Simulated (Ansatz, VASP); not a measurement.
**SiC3 in VASP and in Ansatz**

```
Si C
1.0
     5.60999    0.00000    0.00000
     0.00000    5.60999    0.00000
     0.00000    0.00000    3.05623
Si C
1 3
Direct
  0.50000 0.50000 0.00000
  0.00000 0.00000 0.78656
  0.00000 0.00000 0.21344
  0.50000 0.50000 0.50000
```

Alike in both runs: functional PBE; k mesh 6 × 6 × 10; occupations gaussian, width 0.02 eV; no spin polarisation.

Ansatz relaxed the structure, and its values are those at the end. VASP's run is a single point on that final structure, the one shown.

|  | VASP | Ansatz |
| --- | --- | --- |
| version | VASP 6.6.1 | Ansatz 0.2.0 |
| potentials or method | VASP PAW PBE potentials, release 64 (Si, C), cutoff 520 eV | scalar-relativistic, plane waves, PAW |
| valence electrons in the cell | 16 | 16 |

```csv
,VASP,Ansatz,Ansatz less VASP
gap on the k mesh at the Fermi level (eV),1.15,1.15,-0.007
least direct gap on the mesh (eV),1.54,1.54,-0.002
pressure (GPa),0.0,0.0,+0.01
rms of the force components (eV/Å),0.028,0.000,-0.0278
```
